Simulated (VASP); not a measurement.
# Re (Im-3m) in VASP: density of states with PBE

Aim: the density of states of Re with PBE.

Everything below comes from runs of VASP 6.6.1. Logs are shortened: lines on timing, memory, paths and dates and some standing lists are left out, and cuts for length are marked.

## 1. The cell of the first run

It takes space group Im-3m (No. 229, cubic). The conventional cell has a = 3.115 Å, b = 3.115 Å, c = 3.115 Å, α = 90.00°, β = 90.00°, γ = 90.00°. Re (site symmetry m-3m) has 14 Re at 2.70 to 3.11 Å within 3.6 Å.

## 2. Density of states, PBE, non-collinear spin, zero start, spin-orbit coupling

The input, POSCAR:

```
Re
1.0
   -1.5572922395      1.5572922395      1.5572922395
    1.5572922395     -1.5572922395      1.5572922395
    1.5572922395      1.5572922395     -1.5572922395
Re
1
Direct
    0.0000000000      0.0000000000      0.0000000000
```

The input, INCAR.step1:

```
SYSTEM = Re
PREC = Accurate
ENCUT = 520
EDIFF = 1E-7
ISMEAR = 0
SIGMA = 0.05
LREAL = .FALSE.
LASPH = .TRUE.
NELM = 150
ALGO = Normal
ISIF = 2
LWAVE = .FALSE.
LCHARG = .TRUE.
MAGMOM = 0 0 0
LSORBIT = .TRUE.
GGA_COMPAT = .FALSE.
LORBMOM = .TRUE.
LMAXMIX = 4
GGA = PE
NBANDS = 18
```

The input, KPOINTS.step1:

```
regular mesh
0
G
  18 18 18
  0 0 0
```

The input, INCAR.step2:

```
SYSTEM = Re
PREC = Accurate
ENCUT = 520
EDIFF = 1E-7
ISMEAR = -5
SIGMA = 0.05
LREAL = .FALSE.
LASPH = .TRUE.
NELM = 150
ALGO = Normal
ISIF = 2
LWAVE = .FALSE.
LCHARG = .FALSE.
MAGMOM = 0 0 0
LORBIT = 10
LSORBIT = .TRUE.
GGA_COMPAT = .FALSE.
LORBMOM = .TRUE.
LMAXMIX = 4
GGA = PE
NEDOS = 2001
ICHARG = 11
```

The input, KPOINTS.step2:

```
regular mesh
0
G
  27 27 27
  0 0 0
```

Potentials or basis: VASP PAW PBE potentials, release 64 (Re).

Command:

```bash
> cat potpaw_PBE.64/Re/POTCAR > POTCAR
> cp INCAR.step1 INCAR
> cp KPOINTS.step1 KPOINTS
> mpirun -np 1 vasp_ncl > vasp.out
> cp INCAR.step2 INCAR
> cp KPOINTS.step2 KPOINTS
> mpirun -np 1 vasp_ncl > vasp.out
```

OUTCAR:

```text
SYSTEM = Re
   PREC = Accurate
   ENCUT = 520
   EDIFF = 1E-7
   ISMEAR = -5
   LREAL = .FALSE.
   LASPH = .TRUE.
   NELM = 150
   ISIF = 2
   LORBIT = 10
   LSORBIT = .TRUE.
   GGA = PE
   ICHARG = 11

 ion  position               nearest neighbor table
   1  0.000  0.000  0.000-

  LATTYP: Found a body centered cubic cell.
 ALAT       =     3.1145844790

  Lattice vectors:

 A1 = (  -1.5572922395,   1.5572922395,   1.5572922395)
 A2 = (   1.5572922395,  -1.5572922395,   1.5572922395)
 A3 = (   1.5572922395,   1.5572922395,  -1.5572922395)

Analysis of symmetry for initial positions (statically):
=====================================================================
 Subroutine PRICEL returns:
 Original cell was already a primitive cell.

 Routine SETGRP: Setting up the symmetry group for a
 body centered cubic supercell.

 Subroutine GETGRP returns: Found 48 space group operations
 (whereof 48 operations were pure point group operations)
 out of a pool of 48 trial point group operations.

The static configuration has the point symmetry O_h .

Analysis of symmetry for dynamics (positions and initial velocities):
=====================================================================
 Subroutine PRICEL returns:
 Original cell was already a primitive cell.

 Routine SETGRP: Setting up the symmetry group for a
 body centered cubic supercell.

 Subroutine GETGRP returns: Found 48 space group operations
 (whereof 48 operations were pure point group operations)
 out of a pool of 48 trial point group operations.

The dynamic configuration has the point symmetry O_h .

Analysis of structural, dynamic, and magnetic symmetry:
=====================================================================
 Subroutine PRICEL returns:
 Original cell was already a primitive cell.

 Routine SETGRP: Setting up the symmetry group for a
 body centered cubic supercell.

 Subroutine GETGRP returns: Found 48 space group operations
 (whereof 48 operations were pure point group operations)
 out of a pool of 48 trial point group operations.

The overall configuration has the point symmetry O_h .

 Subroutine INISYM returns: Found 48 space group operations
 (whereof 48 operations are pure point group operations),
 and found     1 'primitive' translations

----------------------------------------------------------------------------------------

                                     Primitive cell

[... 157 lines left out ...]
     13      23.9768      0.00000
     14      23.9768      0.00000
[... 377 lines left out ...]
      1       1.2287      1.00000
      2       1.2287      1.00000
      3       3.8445      1.00000
      4       3.8445      1.00000
      5       6.6820      1.00000
      6       6.6820      1.00000
      7       9.0565      0.00000
      8       9.0565      0.00000
      9       9.8952      0.00000
     10       9.8952      0.00000
     11      11.6675      0.00000
     12      11.6675      0.00000
     13      19.9106      0.00000
     14      19.9128      0.00000

 [... further k-points ...]
[... 5 lines left out ...]
  --------------------------------------------------------------------------------------
  -------------------------------------------------------------------------------------
  Total       -0.0395801     -0.0395801     -0.0395801     -0.0000000      0.0000000     -0.0000000
  in kB       -4.1977525     -4.1977525     -4.1977525     -0.0000000      0.0000000     -0.0000000
  external PRESSURE =      -4.1977525 kB  Pullay stress =       0.0000000 kB

 VOLUME and BASIS-vectors are now :
 -----------------------------------------------------------------------------
  energy-cutoff  :      520.00
  volume of cell :       15.11
      direct lattice vectors                 reciprocal lattice vectors
    -1.557292239  1.557292239  1.557292239     0.000000000  0.321070116  0.321070116
     1.557292239 -1.557292239  1.557292239     0.321070116  0.000000000  0.321070116
     1.557292239  1.557292239 -1.557292239     0.321070116  0.321070116  0.000000000

 POSITION                                       TOTAL-FORCE (eV/Angst)
 -----------------------------------------------------------------------------------
      0.00000      0.00000      0.00000         0.000000      0.000000      0.000000
 -----------------------------------------------------------------------------------
    total drift:                               -0.000000     -0.000000     -0.000000

  FREE ENERGIE OF THE ION-ELECTRON SYSTEM (eV)
  ---------------------------------------------------
  free  energy   TOTEN  =       -12.4212550369 eV

  energy  without entropy=      -12.4212550369  energy(sigma->0) =      -12.42125504

 orbital moment (x)

 # of ion     p       d       tot
 ----------------------------------------
  1         0.000   0.000   0.000
 ----------------------------------------
            0.000   0.000   0.000

 orbital moment (y)

 # of ion     p       d       tot
 ----------------------------------------
  1        -0.000  -0.000  -0.000
 ----------------------------------------
           -0.000  -0.000  -0.000

 orbital moment (z)

 # of ion     p       d       tot
 ----------------------------------------
  1         0.000   0.000   0.000
 ----------------------------------------
            0.000   0.000   0.000

 Spin-Orbit-Coupling matrix elements

 Ion:    1  E_soc:     -0.6296569
 l=   1
     0.0000000    -0.0396699    -0.0396699
    -0.0396699     0.0000000    -0.0396699
    -0.0396699    -0.0396699     0.0000000
 l=   2
     0.0000000    -0.0127006     0.0000000    -0.0127006    -0.0525724
    -0.0127006     0.0000000    -0.0394293    -0.0127006    -0.0131431
     0.0000000    -0.0394293     0.0000000    -0.0394293     0.0000000
    -0.0127006    -0.0127006    -0.0394293     0.0000000    -0.0131431
    -0.0525724    -0.0131431     0.0000000    -0.0131431     0.0000000
 l=   3
     0.0000000     0.0000000     0.0000000     0.0000000     0.0000000     0.0000000     0.0000000
     0.0000000     0.0000000     0.0000000     0.0000000     0.0000000     0.0000000     0.0000000
     0.0000000     0.0000000     0.0000000     0.0000000     0.0000000     0.0000000     0.0000000
     0.0000000     0.0000000     0.0000000     0.0000000     0.0000000     0.0000000     0.0000000
     0.0000000     0.0000000     0.0000000     0.0000000     0.0000000     0.0000000     0.0000000
     0.0000000     0.0000000     0.0000000     0.0000000     0.0000000     0.0000000     0.0000000
     0.0000000     0.0000000     0.0000000     0.0000000     0.0000000     0.0000000     0.0000000

 total charge

# of ion       s       p       d       tot
------------------------------------------
    1        0.602   0.668   4.761   6.031

 magnetization (x)

# of ion       s       p       d       tot
------------------------------------------
    1       -0.000  -0.000   0.000  -0.000

 magnetization (y)

# of ion       s       p       d       tot
------------------------------------------
    1       -0.000   0.000   0.000   0.000

 magnetization (z)

# of ion       s       p       d       tot
------------------------------------------
    1       -0.000   0.000   0.000  -0.000
```

Wall time 2.2 min (1 thread of AMD EPYC 9R45 (Zen 5), shared host); peak memory 0.3 GiB.

What came out:

```yaml
Net_moment: 0.00 μB per cell
Valence_electrons_inside_the_program's_atomic_spheres: Re 6.03
```

Moments on the atoms (μB; x, y, z):
```
Re  0.00 0.00 0.00
```
